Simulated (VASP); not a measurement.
# NaH (Fm-3m) in VASP: further runs, part 2 of 2

VASP 6.6.1. The steps go on from the part before.

### Step 4. Single point, r2SCAN (volume 15.012 Å^3 an atom, c/a of the conventional cell 1.0000)

Contents of POSCAR:

```
NaH
1.0
    0.0000000000      2.4668695556      2.4668695556
    2.4668695556      0.0000000000      2.4668695556
    2.4668695556      2.4668695556      0.0000000000
Na H
1 1
Direct
    0.0000000000      0.0000000000      0.0000000000
    0.5000000000      0.5000000000      0.5000000000
```

Contents of INCAR.step1:

```
  ALGO = Normal
  EDIFF = 1E-4
  ENCUT = 520
  GGA = PE
  ISMEAR = -1
  LASPH = True
  LCHARG = False
  LREAL = False
  LWAVE = True
  NBANDS = 11
  NELM = 100
  PREC = Accurate
  SIGMA = 0.2
```

Contents of INCAR.step2:

```
  ALGO = Normal
  EDIFF = 1E-7
  ENCUT = 520
  ISIF = 2
  ISMEAR = -1
  ISTART = 1
  LASPH = True
  LCHARG = False
  LMIXTAU = True
  LREAL = False
  LWAVE = False
  METAGGA = R2SCAN
  NBANDS = 11
  NELM = 100
  PREC = Accurate
  SIGMA = 0.2
```

Contents of KPOINTS:

```
k-points
0
Gamma
  10 10 10
```

Potentials or basis: VASP PAW PBE potentials, release 64 (Na_pv, H).

Run with:

```console
> cat potpaw_PBE.64/Na_pv/POTCAR potpaw_PBE.64/H/POTCAR > POTCAR
> cp INCAR.step1 INCAR
> mpirun -np 1 vasp_std > vasp.out
> cp INCAR.step2 INCAR
> mpirun -np 1 vasp_std > vasp.out
```

OUTCAR:

```text
EDIFF = 1E-7
   ENCUT = 520
   ISIF = 2
   ISMEAR = -1
   ISTART = 1
   LASPH = True
   LREAL = False
   METAGGA = R2SCAN
   NELM = 100
   PREC = Accurate

 ion  position               nearest neighbor table
   1  0.000  0.000  0.000-
   2  0.500  0.500  0.500-

  LATTYP: Found a face centered cubic cell.
 ALAT       =     4.9337391112

  Lattice vectors:

 A1 = (   0.0000000000,   2.4668695556,   2.4668695556)
 A2 = (   2.4668695556,   0.0000000000,   2.4668695556)
 A3 = (   2.4668695556,   2.4668695556,   0.0000000000)

Analysis of symmetry for initial positions (statically):
=====================================================================
 Subroutine PRICEL returns:
 Original cell was already a primitive cell.

 Routine SETGRP: Setting up the symmetry group for a
 face centered cubic supercell.

 Subroutine GETGRP returns: Found 48 space group operations
 (whereof 48 operations were pure point group operations)
 out of a pool of 48 trial point group operations.

The static configuration has the point symmetry O_h .

Analysis of symmetry for dynamics (positions and initial velocities):
=====================================================================
 Subroutine PRICEL returns:
 Original cell was already a primitive cell.

 Routine SETGRP: Setting up the symmetry group for a
 face centered cubic supercell.

 Subroutine GETGRP returns: Found 48 space group operations
 (whereof 48 operations were pure point group operations)
 out of a pool of 48 trial point group operations.

The dynamic configuration has the point symmetry O_h .

 Subroutine INISYM returns: Found 48 space group operations
 (whereof 48 operations are pure point group operations),
 and found     1 'primitive' translations

----------------------------------------------------------------------------------------

                                     Primitive cell

  volume of cell :      30.0240
[... 114 lines left out ...]
   METAGGA = R2SCAN    functional components
   LHFCALC =     F    Hartree Fock is set to
   AEXX    =    0.0000 exact exchange contribution
   IVDW    =     0    specifies the selected vdW correction
   LEPSILON=     F    determine dielectric tensor
   LRPA    =     F    only Hartree local field effects (RPA)
 non-spin polarized calculation
  energy-cutoff  :      520.00
  volume of cell :       30.02
 maximum number of plane-waves:       869
 NGX is ok and might be reduce to    28
   NGX = 13   NGY = 13   NGZ = 13

 number of electron       8.0000006 magnetization

 Free energy of the ion-electron system (eV)
  ---------------------------------------------------
  ext. energy  EPLUGINS =         0.00000000
  ---------------------------------------------------
  free energy    TOTEN  =        -7.58518678 eV

  energy without entropy =       -7.58517546  energy(sigma->0) =       -7.58518112

 E-fermi :   0.6919     XC(G=0):  -7.9116

 val. band max:       -1.6485222316   @ k =  -0.3000   0.5000   0.2000
 cond. band min:       2.6257691322   @ k =   0.5000   0.0000   0.0000
 fundamental gap:      4.2742913638
 Fermi energy:         0.6919364037

 k-point     1 :       0.0000    0.0000    0.0000
  band No.  band energies     occupation
      1     -24.6535      2.00000
      2     -24.6532      2.00000
      3     -24.6532      2.00000
      4      -5.0159      2.00000
      5       9.2457      0.00000
      6      14.2545      0.00000
      7      14.2545      0.00000
      8      14.2545      0.00000
      9      15.0284      0.00000
     10      15.0284      0.00000
     11      15.0285      0.00000
[... 309 lines left out ...]
 k-point    24 :       0.4000    0.3000    0.0000
  band No.  band energies     occupation
      1     -24.7050      2.00000
      2     -24.6739      2.00000
      3     -24.6720      2.00000
      4      -2.6701      2.00000
      5       4.5939      0.00000
      6       8.0187      0.00000
      7       9.8996      0.00000
      8      10.8214      0.00000
      9      12.7376      0.00000
     10      19.5831      0.00000
     11      21.1032      0.00000

 [... further k-points ...]

------------------------ aborting loop because EDIFF is reached ----------------------------------------

  FORCE on cell =-STRESS in cart. coord.  units (eV):
  Direction    XX          YY          ZZ          XY          YZ          ZX
  --------------------------------------------------------------------------------------
  -------------------------------------------------------------------------------------
  Total       -0.3708475     -0.3708475     -0.3708475     -0.0000000     -0.0000000     -0.0000000
  in kB      -19.7896172    -19.7896172    -19.7896172     -0.0000000     -0.0000000     -0.0000000
  external PRESSURE =     -19.7896172 kB  Pullay stress =       0.0000000 kB

 VOLUME and BASIS-vectors are now :
 -----------------------------------------------------------------------------
  energy-cutoff  :      520.00
  volume of cell :       30.02
      direct lattice vectors                 reciprocal lattice vectors
     0.000000000  2.466869556  2.466869556    -0.202686031  0.202686031  0.202686031
     2.466869556  0.000000000  2.466869556     0.202686031 -0.202686031  0.202686031
     2.466869556  2.466869556  0.000000000     0.202686031  0.202686031 -0.202686031

 POSITION                                       TOTAL-FORCE (eV/Angst)
 -----------------------------------------------------------------------------------
      0.00000      0.00000      0.00000         0.000000      0.000000      0.000000
      2.46687      2.46687      2.46687        -0.000000     -0.000000     -0.000000
 -----------------------------------------------------------------------------------
    total drift:                               -0.000000     -0.000000      0.000000

  FREE ENERGIE OF THE ION-ELECTRON SYSTEM (eV)
  ---------------------------------------------------
  free  energy   TOTEN  =        -7.5851867786 eV

  energy  without entropy=       -7.5851754648  energy(sigma->0) =       -7.58518112
```

OUTCAR.step1:

```text
EDIFF = 1E-4
   ENCUT = 520
   GGA = PE
   ISMEAR = -1
   LASPH = True
[... 557 lines left out ...]
      0.00000      0.00000      0.00000        -0.000000     -0.000000     -0.000000
      2.46687      2.46687      2.46687         0.000000      0.000000      0.000000
 -----------------------------------------------------------------------------------
    total drift:                               -0.000000     -0.000000     -0.000000

  FREE ENERGIE OF THE ION-ELECTRON SYSTEM (eV)
  ---------------------------------------------------
  free  energy   TOTEN  =        -5.0802816366 eV

  energy  without entropy=       -5.0802376751  energy(sigma->0) =       -5.08025966
```

OSZICAR.step1:

```text
N       E                     dE             d eps       ncg     rms          rms(c)
DAV:   1     0.373410087902E+02    0.37341E+02   -0.46008E+03  1037   0.740E+02
DAV:   2    -0.417772410156E+01   -0.41519E+02   -0.40796E+02  1088   0.191E+02
DAV:   3    -0.549506734069E+01   -0.13173E+01   -0.13160E+01  1267   0.328E+01
DAV:   4    -0.550369351636E+01   -0.86262E-02   -0.86250E-02  1222   0.270E+00
DAV:   5    -0.550376963683E+01   -0.76120E-04   -0.76120E-04  1198   0.258E-01    0.314E+00
DAV:   6    -0.516375768206E+01    0.34001E+00   -0.34592E-01  1208   0.267E+00    0.144E+00
DAV:   7    -0.507518850224E+01    0.88569E-01   -0.32892E-01  1163   0.206E+00    0.360E-01
DAV:   8    -0.508040965926E+01   -0.52212E-02   -0.10753E-02  1112   0.926E-01    0.715E-02
DAV:   9    -0.508029344472E+01    0.11621E-03   -0.12723E-03  1245   0.356E-01    0.225E-02
DAV:  10    -0.508028163664E+01    0.11808E-04   -0.65462E-05   719   0.513E-02
   1 F= -.50802816E+01 E0= -.50802597E+01  d E =-.439615E-04
```

It took 68 s on 1 thread of Intel Xeon Platinum 8259CL at 2.50GHz (Skylake/Cascade Lake), shared host; peak memory 0.16 GiB.

What came out:

```
Free energy            : -7.5852 eV
Pressure               : -2.0 GPa
Band gap on the k mesh : 4.27 eV, indirect (least direct gap 5.06 eV)
```

Levels at points of the mesh, in eV from the valence-band top:
```
           k point  band 1  band 2  band 3  band 4  band 5  band 6  band 7  band 8  band 9
(0.00, 0.00, 0.00)  -23.01  -23.00  -23.00   -3.37   10.89   15.90   15.90   15.90   16.68
(0.50, 0.00, 0.00)  -23.08  -23.01  -23.01   -0.79    4.27   11.26   13.54   13.54   16.92
(0.50, 0.50, 0.00)  -23.07  -23.03  -23.03   -0.14    5.07   10.48   11.01   11.01   12.41
```

Caveat: the PAW data sets were made with another functional, which shifts forces and pressure a little.

### Step 5. Single point, r2SCAN (volume 15.426 Å^3 an atom, c/a of the conventional cell 1.0000)

Contents of POSCAR:

```
NaH
1.0
    0.0000000000      2.4893412880      2.4893412880
    2.4893412880      0.0000000000      2.4893412880
    2.4893412880      2.4893412880      0.0000000000
Na H
1 1
Direct
    0.0000000000      0.0000000000      0.0000000000
    0.5000000000      0.5000000000      0.5000000000
```

Contents of INCAR.step1:

```
SYSTEM = NaH
PREC = Accurate
ENCUT = 520
ISMEAR = -1
SIGMA = 0.2
LREAL = .False.
LASPH = .True.
NELM = 80
NBANDS = 11
GGA = PE
ALGO = Normal
EDIFF = 1E-4
LWAVE = .True.
LCHARG = .False.
```

Contents of INCAR.step2:

```
SYSTEM = NaH
PREC = Accurate
ENCUT = 520
EDIFF = 1E-6
ISMEAR = -1
SIGMA = 0.2
LREAL = .False.
LASPH = .True.
NELM = 80
ALGO = Normal
ISIF = 2
LWAVE = .False.
LCHARG = .False.
METAGGA = R2SCAN
LMIXTAU = .True.
NBANDS = 11
ISTART = 1
```

Contents of KPOINTS:

```
Automatic mesh
0
Gamma
  10 10 10
  0 0 0
```

Run with:

```console
> cat potpaw_PBE.64/Na_pv/POTCAR potpaw_PBE.64/H/POTCAR > POTCAR
> cp INCAR.step1 INCAR
> mpirun -np 1 vasp_std > vasp.out
> cp INCAR.step2 INCAR
> mpirun -np 1 vasp_std > vasp.out
```

Wall time 54 s (1 thread of Intel Xeon Platinum 8259CL at 2.50GHz (Skylake/Cascade Lake), shared host); peak memory 0.16 GiB.

The run converged. Its results:

| Property | Result |
| --- | --- |
| Free energy | -7.5738 eV |
| Pressure | -2.4 GPa |
| Band gap on the k mesh | 4.23 eV, indirect (least direct gap 5.00 eV) |

Levels at points of the mesh, in eV from the valence-band top:
| k point | band 1 | band 2 | band 3 | band 4 | band 5 | band 6 | band 7 | band 8 |
| --- | --- | --- | --- | --- | --- | --- | --- | --- |
| (0.00, 0.00, 0.00) | -23.06 | -23.06 | -23.06 | -3.30 | 10.66 | 15.71 | 15.71 | 15.71 |
| (0.50, 0.00, 0.00) | -23.12 | -23.07 | -23.07 | -0.78 | 4.23 | 11.08 | 13.37 | 13.37 |
| (0.50, 0.50, 0.00) | -23.12 | -23.08 | -23.08 | -0.13 | 5.02 | 10.38 | 10.84 | 10.84 |

Caveat: the PAW data sets were made with another functional, which shifts forces and pressure a little.

### Step 6. Overview

| cell | gap on the mesh (eV) | pressure (GPa) |
| --- | --- | --- |
| a = 3.423 Å, angles 60.0°, 2 atoms | 4.37 | -0.8 |
| a = 3.456 Å, angles 60.0°, 2 atoms | 4.32 | -1.4 |
| a = 3.489 Å, angles 60.0°, 2 atoms | 4.27 | -2.0 |
| a = 3.520 Å, angles 60.0°, 2 atoms | 4.23 | -2.4 |

Alike in all rows: task single point; level r2SCAN; potentials or basis VASP PAW PBE potentials, release 64 (Na_pv, H); no spin polarisation; k mesh 10 × 10 × 10; cutoff (eV) 520; smearing fermi-dirac 0.2 eV.

Caveats: the PAW data sets were made with another functional, which shifts forces and pressure a little.

Absolute energies hang on the potentials; compare differences alone.
